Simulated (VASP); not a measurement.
Input of a VASP 6.6.1 run:

Contents of INCAR:

```
ALGO = Normal
EDIFF = 1E-8
ENCUT = 520
GGA = PS
ISIF = 2
ISMEAR = -1
LASPH = True
LCHARG = False
LEFG = True
LREAL = False
LWAVE = False
NBANDS = 14
NELM = 100
PREC = Accurate
SIGMA = 0.05
```

KPOINTS

```
k-points
0
Gamma
  15 15 15
```

The input POSCAR:

```
HfC
1.0
    0.0000000000      2.2785000000      2.3250000000
    2.2785000000      0.0000000000      2.3250000000
    2.2785000000      2.2785000000      0.0000000000
Hf C
1 1
Direct
    0.5000000000      0.5000000000      0.5000000000
    0.0000000000      0.0000000000      0.0000000000
```

Potentials or basis: VASP PAW PBE potentials, release 64 (Hf_pv, C).

Run with:

```bash
$ cat potpaw_PBE.64/Hf_pv/POTCAR potpaw_PBE.64/C/POTCAR > POTCAR
$ mpirun -np 1 vasp_std > vasp.out
```

Problem. What does it give for the pressure?

Solution. 3.1 GPa.

Problem. Estimate the band gap on the k mesh.

Solution. Zero (band 7 reaches 7.21 eV, above the bottom of band 8 at 5.67 eV).

Electric field gradients, principal values (V/Å²):
| atom | least | middle | greatest (by size) |
| --- | --- | --- | --- |
| 1 Hf | -32.415 | -32.416 | 64.831 |
| 2 C | -1.299 | -1.300 | 2.599 |

Caveat: the cell differs from its parent crystal (equal xx and yy strain of -2 %); without QUAD_EFG the Cq values of the log hold for a quadrupole moment of 1 mb, not for the nuclei; the PAW data sets were made with another functional, which shifts forces and pressure a little; spin-orbit coupling is left out, which moves the levels of the heavy elements.
